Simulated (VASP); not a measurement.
ZnSn2N2, 5 atoms in the cell. The structure is tetragonal, space group P4mm (No. 99). Conventional cell: a = 4.268 Å, b = 4.268 Å, c = 6.035 Å, α = 90.00°, β = 90.00°, γ = 90.00°. Zn (site symmetry 4mm) has 1 N at 2.21 Å within 2.9 Å. Within 2.9 Å of Sn (site symmetry 2mm) lie 4 N at 2.17 to 2.59 Å. N (site symmetry 4mm) has 4 Sn at 2.17 Å and 1 Zn at 2.21 Å within 2.9 Å. Within 3.4 Å of N (site symmetry 4mm) lie 4 Sn at 2.59 Å and 4 N at 3.21 Å and 4 Zn at 3.22 Å. The cell was generated, and may not be a known phase.

* Program: VASP 6.6.1
* Task: single point
* Functional: PBE
* Potentials or basis: VASP PAW PBE potentials, release 64 (Zn, Sn_d, N)
* Cutoff: 520 eV
* k mesh: 4 × 4 × 4
* Occupations: gaussian, width 0.1 eV
* Spin: no spin polarisation
* Dipole correction: no
* Further INCAR settings: ALGO = Normal; EDIFF = 1e-06; NBANDS = 33

Potentials or basis: VASP PAW PBE potentials, release 64 (Zn, Sn_d, N).

The run is started by

```console
$ cat potpaw_PBE.64/Zn/POTCAR potpaw_PBE.64/Sn_d/POTCAR potpaw_PBE.64/N/POTCAR > POTCAR
$ mpirun -np 1 vasp_std > vasp.out
```

Hardware: 1 thread of Oxide Virtual Turin-like Processor, on a shared host.

Problem. How long does it take, and how much memory?

Solution. It took 83 s on 1 thread of Oxide Virtual Turin-like Processor, on a shared host, peak memory 0.2 GiB. Counts: scf iterations 16, k points 18.
